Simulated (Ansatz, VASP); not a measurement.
## AgCl: VASP beside Ansatz

POSCAR

```
AgCl
1.0
    3.3955880382      0.0000000000      0.0000000000
    0.0000000000      3.3955880382      0.0000000000
    0.0000000000      0.0000000000      3.3955880382
Ag Cl
1 1
Direct
    0.0000000000      0.0000000000      0.0000000000
    0.5000000000      0.5000000000      0.5000000000
```

Contents of INCAR.step1:

```
SYSTEM = AgCl
PREC = Accurate
ENCUT = 520
ISMEAR = 0
SIGMA = 0.01
LREAL = .FALSE.
LASPH = .TRUE.
NELM = 80
NBANDS = 16
GGA = PE
ALGO = Normal
EDIFF = 1E-4
LWAVE = .TRUE.
LCHARG = .FALSE.
```

Contents of INCAR.step2:

```
SYSTEM = AgCl
PREC = Accurate
ENCUT = 520
EDIFF = 1E-7
ISMEAR = 0
SIGMA = 0.01
LREAL = .FALSE.
LASPH = .TRUE.
NELM = 80
ALGO = Normal
ISIF = 2
LWAVE = .FALSE.
LCHARG = .FALSE.
METAGGA = R2SCAN
LMIXTAU = .TRUE.
NBANDS = 16
ISTART = 1
```

File KPOINTS:

```
Automatic mesh
0
G
  8 8 8
  0 0 0
```

Input for Ansatz:

```yaml
crystal:
  lattice:
    - [3.3955880382, 0.0, 0.0]
    - [0.0, 3.3955880382, 0.0]
    - [0.0, 0.0, 3.3955880382]
  atoms:
    - { symbol: Ag, position: [0.0, 0.0, 0.0] }
    - { symbol: Cl, position: [0.5, 0.5, 0.5] }
kpoints:
  mp_grid: { grid: [8, 8, 8] }
  band_path:
    path:
      - [0.0, 0.0, 0.0]
      - [0.0, 0.5, 0.0]
      - [0.5, 0.5, 0.0]
      - [0.5, 0.5, 0.5]
      - [0.0, 0.0, 0.5]
    npoints: 1
hamiltonian:
  xc: r2scan
scf:
  occupations: { method: fixed }
  n_extra_bands: 4
output:
  forces: true
  stress: true
  eigenvalues: true
```

Alike in both runs: task single point; functional r2SCAN; k mesh 8 × 8 × 8; no spin polarisation.

```csv
,VASP,Ansatz
version,VASP 6.6.1,Ansatz 0.2.0
potentials or method,"VASP PAW PBE potentials, release 64 (Ag, Cl)","plane waves, PAW"
plane-wave cutoff (eV),520,500
occupations,"gaussian, width 0.01 eV",fixed
valence electrons in the cell,18,26
```

```csv
,VASP,Ansatz,Ansatz less VASP
gap on the k mesh at the Fermi level (eV),1.19,1.23,+0.041
pressure (GPa),-0.1,0.0,+0.09
```

VASP's potentials were made for PBE, not for r2SCAN. VASP's potentials hold 18 valence electrons a cell and Ansatz's 26, so a difference there can come from the potentials and not from the codes.
